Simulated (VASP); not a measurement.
Here is a VASP 6.6.1 calculation.

INCAR

```
PREC = Accurate
ENCUT = 520
EDIFF = 1E-6
ISMEAR = -1
SIGMA = 0.05
LREAL = F
LASPH = T
NELM = 150
ALGO = Normal
ISIF = 2
LWAVE = F
LCHARG = T
ISPIN = 2
MAGMOM = 0.634
LORBIT = 11
LMAXMIX = 4
GGA = RE
LELF = T
LVHAR = T
NBANDS = 15
```

The input KPOINTS:

```
regular mesh
0
Gamma
  15 15 15
```

File POSCAR:

```
Ni
1.0
    2.4374161623      0.0000000000      0.0000000000
    0.0000000000      2.4374161623      0.0000000000
    0.0000000000      0.0000000000      2.4374161623
Ni
1
Direct
    0.0000000000      0.0000000000      0.0000000000
```

Potentials or basis: VASP PAW PBE potentials, release 64 (Ni).

Run with:

```sh
$ cat potpaw_PBE.64/Ni/POTCAR > POTCAR
$ mpirun -np 1 vasp_std > vasp.out
```

(1) What does it give for the pressure?

(2) What does it give for the site moments?

Results:

(1) -10.2 GPa.

(2) Ni +0.81 μB.

Caveat: the cell stands under tension; the PAW data sets were made with another functional, which shifts forces and pressure a little.
